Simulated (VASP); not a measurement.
# MgO in VASP: further runs

MgO is run at these levels: LDA; tasks: single point.

Program: VASP 6.6.1. These are calculated values, not measurements. Logs are shortened: lines on timing, memory, paths and dates and some standing lists are left out, and cuts for length are marked.

## 1. The cell of the first run

It takes space group I4/mmm (No. 139, tetragonal). Conventional cell: a = 2.970 Å, b = 2.970 Å, c = 4.135 Å, α = 90.00°, β = 90.00°, γ = 90.00°. Mg (site symmetry 4/mmm) has 6 O at 2.07 to 2.10 Å within 2.7 Å. O (site symmetry 4/mmm) has 6 Mg at 2.07 to 2.10 Å within 2.7 Å.

## 2. Single point, LDA (in-plane strain +0.01, then relaxed in part)

File INCAR:

```
PREC     = Accurate       # precision mode
ENCUT    = 750            # plane-wave cutoff, eV
EDIFF    = 1E-6           # SCF threshold, eV
ISMEAR   = 0              # smearing method
SIGMA    = 0.01           # smearing width, eV
LREAL    = False          # projectors in reciprocal space
LASPH    = True           # aspherical terms in the spheres
NELM     = 120            # most SCF steps
ALGO     = Normal         # electronic algorithm
ISIF     = 2              # what is computed and relaxed
LWAVE    = False          # write WAVECAR
LCHARG   = False          # write CHGCAR
GGA      = CA             # functional
NBANDS   = 15             # bands
GGA_COMPAT= False
```

File KPOINTS:

```
regular mesh
0
Gamma
  10 10 10
```

File POSCAR:

```
MgO
1.0
    2.1003881376      2.1003881376      0.0000000000
   -2.1003881376      2.1003881376      0.0000000000
    0.0000000000      2.1003881376      2.0675985272
Mg O
1 1
Direct
    0.0000000000      0.0000000000      0.0000000000
    0.5000000000      0.5000000000      0.0000000000
```

Potentials or basis: VASP PAW LDA potentials, release 64 (Mg_sv, O).

On the command line:

```bash
$ cat potpaw_LDA.64/Mg_sv/POTCAR potpaw_LDA.64/O/POTCAR > POTCAR
$ mpirun -np 1 vasp_std > vasp.out
```

OUTCAR:

```text
PREC = Accurate
   ENCUT = 750
   EDIFF = 1E-6
   ISMEAR = 0
   LREAL = False
   LASPH = True
   NELM = 120
   ISIF = 2
   GGA = CA

 ion  position               nearest neighbor table
   1  0.000  0.000  0.000-   2 2.07   2 2.07   2 2.10   2 2.10   2 2.10   2 2.10
   2  0.500  0.500  0.000-   1 2.07   1 2.07   1 2.10   1 2.10   1 2.10   1 2.10

  LATTYP: Found a body centered tetragonal cell.
 ALAT       =     2.9703973904
 C/A-ratio  =     1.3921359707

  Lattice vectors:

 A1 = (   2.1003881376,   0.0000000000,  -2.0675985272)
 A2 = (  -2.1003881376,   0.0000000000,  -2.0675985272)
 A3 = (   0.0000000000,   2.1003881376,   2.0675985272)

Analysis of symmetry for initial positions (statically):
=====================================================================
 Subroutine PRICEL returns:
 Original cell was already a primitive cell.

 Routine SETGRP: Setting up the symmetry group for a
 body centered tetragonal supercell.

 Subroutine GETGRP returns: Found 16 space group operations
 (whereof 16 operations were pure point group operations)
 out of a pool of 16 trial point group operations.

The static configuration has the point symmetry D_4h.

Analysis of symmetry for dynamics (positions and initial velocities):
=====================================================================
 Subroutine PRICEL returns:
 Original cell was already a primitive cell.

 Routine SETGRP: Setting up the symmetry group for a
 body centered tetragonal supercell.

 Subroutine GETGRP returns: Found 16 space group operations
 (whereof 16 operations were pure point group operations)
 out of a pool of 16 trial point group operations.

The dynamic configuration has the point symmetry D_4h.

 Subroutine INISYM returns: Found 16 space group operations
 (whereof 16 operations are pure point group operations),
 and found     1 'primitive' translations

----------------------------------------------------------------------------------------

                                     Primitive cell

  volume of cell :      18.2430

  direct lattice vectors                    reciprocal lattice vectors
     2.100388138  2.100388138  0.000000000     0.238051240  0.238051240 -0.241826444
    -2.100388138  2.100388138  0.000000000    -0.238051240  0.238051240 -0.241826444
     0.000000000  2.100388138  2.067598527     0.000000000  0.000000000  0.483652889

  length of vectors
     2.970397390  2.970397390  2.947302834     0.414507919  0.414507919  0.483652889

  position of ions in fractional coordinates (direct lattice)
     0.000000000  0.000000000  0.000000000
     0.500000000  0.500000000  0.000000000

  ion indices of the primitive-cell ions
   primitive index   ion index
                 1           1
                 2           2

----------------------------------------------------------------------------------------

 KPOINTS: regular mesh

Automatic generation of k-mesh.
 Grid dimensions read from file:
 generate k-points for:   10   10   10

 Generating k-lattice:

  Cartesian coordinates                     Fractional coordinates (reciprocal lattice)
     0.023805124  0.023805124 -0.024182644     0.100000000  0.000000000  0.000000000
    -0.023805124  0.023805124 -0.024182644     0.000000000  0.100000000  0.000000000
     0.000000000  0.000000000  0.048365289     0.000000000  0.000000000  0.100000000

  Length of vectors
     0.041450792  0.041450792  0.048365289

  Shift w.r.t. Gamma in fractional coordinates (k-lattice)
     0.000000000  0.000000000  0.000000000

 Subroutine IBZKPT returns following result:
 ===========================================

 Found    102 irreducible k-points:

 Following reciprocal coordinates:
            Coordinates               Weight
  0.000000  0.000000  0.000000      1.000000
  0.100000  0.000000  0.000000      8.000000
  0.200000  0.000000  0.000000      8.000000
  0.300000  0.000000  0.000000      8.000000
  0.400000  0.000000  0.000000      8.000000
  0.500000  0.000000 -0.000000      4.000000
[... 16 lines left out ...]
  0.300000  0.300000  0.000000      8.000000
  0.400000  0.300000 -0.000000     16.000000
 [... further k-points ...]
   k-points           NKPTS =    102   k-points in BZ     NKDIM =    102   number of bands    NBANDS=     15
   number of dos      NEDOS =    301   number of ions     NIONS =      2
   total plane-waves  NPLWV =  21952
   dimension x,y,z NGX =    28 NGY =   28 NGZ =   28
   dimension x,y,z NGXF=    56 NGYF=   56 NGZF=   56
   ions per type =               1   1
   NGX,Y,Z   is equivalent  to a cutoff of  15.67, 15.67, 15.79 a.u.
   NGXF,Y,Z  is equivalent  to a cutoff of  31.34, 31.34, 31.59 a.u.
 SYSTEM =  unknown system
   PREC   = accura    normal or accurate (medium, high low for compatibility)
   ISTART =      0    job   : 0-new  1-cont  2-samecut
   ICHARG =      2    charge: 1-file 2-atom 10-const
   ISPIN  =      1    spin polarized calculation?
   LNONCOLLINEAR =      F non collinear calculations
   LSORBIT =      F    spin-orbit coupling
   LASPH  =      T    aspherical Exc in radial PAW
   ENCUT  =  750.0 eV  55.12 Ry    7.42 a.u.   6.63  6.63  6.58*2*pi/ulx,y,z
   NELM   =    120;   NELMIN=  2; NELMDL= -5     # of ELM steps
   EDIFF  = 0.1E-05   stopping-criterion for ELM
   LREAL  =      F    real-space projection
   EDIFFG = 0.1E-04   stopping-criterion for IOM
   NSW    =      0    number of steps for IOM
   IBRION =     -1    ionic relax: 0-MD 1-quasi-New 2-CG
   NFREE  =      0    steps in history (QN), initial steepest desc. (CG)
   ISIF   =      2    stress and relaxation
   ISYM   =      2    0-nonsym 1-usesym 2-fastsym
   POTIM  = 0.5000    time-step for ionic-motion
   TEBEG  =    0.0;   TEEND  =   0.0 temperature during run
   PSTRESS=    0.0 pullay stress
   NELECT =      16.0000    total number of electrons
   NUPDOWN=      -1.0000    fix difference up-down
   EMIN   =  10.00;   EMAX   =-10.00  energy-range for DOS
   EFERMI =   0.00;   METHOD = LEGACY
   ISMEAR =     0;   SIGMA  =   0.01  broadening in eV -4-tet -1-fermi 0-gaus
   EFERMI_NEDOS =   21; number of points for ismear=-14 and -15
   IALGO  =     38    algorithm
   IMIX   =      4    mixing-type and parameters
     AMIX     =   0.40;   BMIX     =  1.00
     AMIX_MAG =   1.60;   BMIX_MAG =  1.00
  volume/ion in A,a.u.               =       9.12        61.55
  Fermi-wavevector in a.u.,A,eV,Ry     =   1.567051  2.961296 33.411118  2.455648
  Thomas-Fermi vector in A             =   2.669288
   LORBIT       =      0    0 simple, 1 ext, 2 COOP (PROOUT), +10 PAW based schemes
   GGA     = CA    functional components
   LHFCALC =     F    Hartree Fock is set to
   AEXX    =    0.0000 exact exchange contribution
   IVDW    =     0    specifies the selected vdW correction
   LEPSILON=     F    determine dielectric tensor
   LRPA    =     F    only Hartree local field effects (RPA)
 non-spin polarized calculation
 Gauss-broadening in eV      SIGMA  =   0.01
  energy-cutoff  :      750.00
  volume of cell :       18.24
 maximum number of plane-waves:       889
   NGX = 13   NGY = 13   NGZ = 13

 number of electron      15.9999995 magnetization

 Free energy of the ion-electron system (eV)
  ---------------------------------------------------
  ext. energy  EPLUGINS =         0.00000000
  ---------------------------------------------------
  free energy    TOTEN  =       -13.23311314 eV

  energy without entropy =      -13.23311314  energy(sigma->0) =      -13.23311314

 E-fermi :   2.9193     XC(G=0): -12.0564

 val. band max:        2.7663655048   @ k =   0.0000   0.0000   0.0000
 cond. band min:       7.6586564810   @ k =   0.0000   0.0000   0.0000
 fundamental gap:      4.8922909762
 Fermi energy:         2.9193330235

 k-point     1 :       0.0000    0.0000    0.0000
  band No.  band energies     occupation
      1     -68.5025      2.00000
      2     -35.9663      2.00000
      3     -35.9663      2.00000
      4     -35.9595      2.00000
      5     -14.3549      2.00000
      6       2.7319      2.00000
      7       2.7664      2.00000
      8       2.7664      2.00000
      9       7.6587      0.00000
     10      18.3599      0.00000
     11      18.3599      0.00000
     12      18.5305      0.00000
     13      22.5077      0.00000
     14      23.9075      0.00000
     15      24.4348      0.00000

 k-point     2 :       0.1000    0.0000    0.0000
  band No.  band energies     occupation
      1     -68.5015      2.00000
      2     -35.9746      2.00000
      3     -35.9675      2.00000
      4     -35.9618      2.00000
      5     -14.2371      2.00000
      6       2.0919      2.00000
      7       2.6749      2.00000
      8       2.6909      2.00000
      9       8.2784      0.00000
     10      17.1839      0.00000
     11      18.6039      0.00000
     12      18.7263      0.00000
     13      23.2296      0.00000
     14      23.6843      0.00000
     15      24.1783      0.00000

 k-point     3 :       0.2000    0.0000    0.0000
  band No.  band energies     occupation
      1     -68.4986      2.00000
      2     -35.9989      2.00000
      3     -35.9703      2.00000
      4     -35.9645      2.00000
      5     -13.9122      2.00000
      6       0.7332      2.00000
      7       2.4997      2.00000
      8       2.5003      2.00000
      9       9.4495      0.00000
     10      15.6991      0.00000
     11      19.0818      0.00000
     12      19.2641      0.00000
     13      22.6036      0.00000
     14      22.9349      0.00000
     15      25.1154      0.00000
[... 343 lines left out ...]
 k-point    23 :       0.3000    0.3000    0.0000
  band No.  band energies     occupation
      1     -68.4897      2.00000
      2     -36.0339      2.00000
      3     -36.0171      2.00000
      4     -35.9779      2.00000
      5     -12.7691      2.00000
      6      -0.8649      2.00000
      7      -0.0181      2.00000
      8       1.8547      2.00000
      9      12.9722      0.00000
     10      14.6599      0.00000
     11      15.8540      0.00000
     12      20.3890      0.00000
     13      22.5165      0.00000
     14      24.5614      0.00000
     15      29.4957      0.00000

 k-point    24 :       0.4000    0.3000   -0.0000
  band No.  band energies     occupation
      1     -68.4887      2.00000
      2     -36.0371      2.00000
      3     -36.0159      2.00000
      4     -35.9833      2.00000
      5     -12.6830      2.00000
      6      -0.9395      2.00000
      7      -0.0256      2.00000
      8       1.6802      2.00000
      9      12.8801      0.00000
     10      14.8624      0.00000
     11      15.3527      0.00000
     12      20.6125      0.00000
     13      21.4952      0.00000
     14      26.7646      0.00000
     15      30.1113      0.00000

 [... further k-points ...]
[... 5 lines left out ...]
  --------------------------------------------------------------------------------------
  -------------------------------------------------------------------------------------
  Total       -0.3930931     -0.3930931      0.0131044      0.0000000      0.0000000     -0.0000000
  in kB      -34.5231731    -34.5231731      1.1508828      0.0000000      0.0000000     -0.0000000
  external PRESSURE =     -22.6318211 kB  Pullay stress =       0.0000000 kB

 VOLUME and BASIS-vectors are now :
 -----------------------------------------------------------------------------
  energy-cutoff  :      750.00
  volume of cell :       18.24
      direct lattice vectors                 reciprocal lattice vectors
     2.100388138  2.100388138  0.000000000     0.238051240  0.238051240 -0.241826444
    -2.100388138  2.100388138  0.000000000    -0.238051240  0.238051240 -0.241826444
     0.000000000  2.100388138  2.067598527     0.000000000  0.000000000  0.483652889

 POSITION                                       TOTAL-FORCE (eV/Angst)
 -----------------------------------------------------------------------------------
      0.00000      0.00000      0.00000        -0.000000      0.000000      0.000000
      0.00000      2.10039      0.00000         0.000000     -0.000000      0.000000
 -----------------------------------------------------------------------------------
    total drift:                               -0.000000      0.000000     -0.000000

  FREE ENERGIE OF THE ION-ELECTRON SYSTEM (eV)
  ---------------------------------------------------
  free  energy   TOTEN  =       -13.2331131414 eV

  energy  without entropy=      -13.2331131414  energy(sigma->0) =      -13.23311314
```

It took 30 s on 1 thread of Intel Xeon Platinum 8488C (Sapphire Rapids), shared host; peak memory 0.17 GiB.

Results:

| Property | Result |
| --- | --- |
| Free energy | -13.2331 eV |
| Pressure | -2.3 GPa |
| Band gap on the k mesh | 4.89 eV |

Stress tensor (GPa, compression positive):
```
-3.45  0.00  0.00
 0.00 -3.45  0.00
 0.00  0.00  0.12
```

Caveat: the cell differs from its parent crystal (in-plane strain +0.01, then relaxed in part).

## 3. Single point, LDA (in-plane strain +0.005, then relaxed in part)

File INCAR:

```
PREC = Accurate
ENCUT = 750
EDIFF = 1E-6
ISMEAR = 0
SIGMA = 0.01
LREAL = F
LASPH = T
NELM = 120
ALGO = Normal
ISIF = 2
LWAVE = F
LCHARG = F
GGA = CA
NBANDS = 15
GGA_COMPAT = F
```

KPOINTS is that of step 2.

File POSCAR:

```
MgO
1.0
    2.0899901765      2.0899901765      0.0000000000
   -2.0899901765      2.0899901765      0.0000000000
    0.0000000000      2.0899901765      2.0733534388
Mg O
1 1
Direct
    0.0000000000      0.0000000000      0.0000000000
    0.5000000000      0.5000000000      0.0000000000
```

Potentials or basis: VASP PAW LDA potentials, release 64 (Mg_sv, O).

On the command line:

```bash
$ cat potpaw_LDA.64/Mg_sv/POTCAR potpaw_LDA.64/O/POTCAR > POTCAR
$ mpirun -np 1 vasp_std > vasp.out
```

It took 58 s on 1 thread of Intel Xeon Platinum 8175M at 2.50GHz (Skylake/Cascade Lake), shared host; peak memory 0.16 GiB.

The run converged. Its results:

| Quantity | Value |
| --- | --- |
| Free energy | -13.2352 eV |
| Pressure | -1.1 GPa |
| Band gap on the k mesh | 4.97 eV |

Stress tensor (GPa, compression positive):
```
-1.74  0.00  0.00
 0.00 -1.74  0.00
 0.00  0.00  0.12
```

Levels at points of the mesh, in eV from the valence-band top:
```csv
k point,band 6,band 7,band 8,band 9,band 10,band 11
"(0.00, 0.00, 0.00)",-0.02,0.00,0.00,4.97,15.66,15.66
"(0.50, 0.00, 0.00)",-4.83,-0.72,-0.70,7.93,12.76,16.23
"(0.50, 0.50, 0.00)",-4.26,-1.43,-1.38,8.95,10.07,13.18
"(0.00, 0.00, 0.50)",-4.23,-1.44,-1.44,8.86,10.06,13.29
```

Caveat: the cell differs from its parent crystal (in-plane strain +0.005, then relaxed in part).

## 4. Single point, LDA (in-plane strain -0.01, then relaxed in part)

File INCAR:

```
SYSTEM = MgO
PREC = Accurate
ENCUT = 750
EDIFF = 1E-6
ISMEAR = 0
SIGMA = 0.01
LREAL = .FALSE.
LASPH = .TRUE.
NELM = 120
ALGO = Normal
ISIF = 2
LWAVE = .FALSE.
LCHARG = .FALSE.
GGA = CA
NBANDS = 15
GGA_COMPAT = .FALSE.
```

File KPOINTS:

```
regular mesh
0
G
  10 10 10
  0 0 0
```

File POSCAR:

```
MgO
1.0
    2.0587962933      2.0587962933      0.0000000000
   -2.0587962933      2.0587962933      0.0000000000
    0.0000000000      2.0587962933      2.0920697687
Mg O
1 1
Direct
    0.0000000000      0.0000000000      0.0000000000
    0.5000000000      0.5000000000      0.0000000000
```

On the command line:

```bash
$ cat potpaw_LDA.64/Mg_sv/POTCAR potpaw_LDA.64/O/POTCAR > POTCAR
$ mpirun -np 1 vasp_std > vasp.out
```

It took 62 s on 1 thread of Intel Xeon Platinum 8259CL at 2.50GHz (Skylake/Cascade Lake), shared host; peak memory 0.17 GiB.

Results (log left out):

```yaml
Free_energy: -13.2290 eV
Pressure: 2.7 GPa
Band_gap_on_the_k_mesh: 5.17 eV
```

Stress tensor (GPa, compression positive):
```
4.05 0.00 0.00
0.00 4.05 0.00
0.00 0.00 0.02
```

Levels at points of the mesh, in eV from the valence-band top:
| k point | band 4 | band 5 | band 6 | band 7 | band 8 | band 9 | band 10 | band 11 | band 12 | band 13 |
| --- | --- | --- | --- | --- | --- | --- | --- | --- | --- | --- |
| (0.00, 0.00, 0.00) | -38.64 | -17.28 | -0.03 | -0.03 | 0.00 | 5.17 | 15.68 | 15.85 | 15.85 | 19.96 |
| (0.50, 0.00, 0.00) | -38.65 | -15.76 | -4.95 | -0.77 | -0.73 | 8.05 | 12.98 | 16.34 | 16.71 | 21.39 |
| (0.50, 0.50, 0.00) | -38.68 | -15.50 | -4.33 | -1.53 | -1.43 | 8.87 | 10.28 | 13.50 | 19.19 | 19.52 |
| (0.00, 0.00, 0.50) | -38.68 | -15.55 | -4.40 | -1.41 | -1.41 | 9.04 | 10.32 | 13.29 | 19.55 | 19.55 |

Caveat: the cell differs from its parent crystal (in-plane strain -0.01, then relaxed in part).

(Continued in part 2 of 2.)
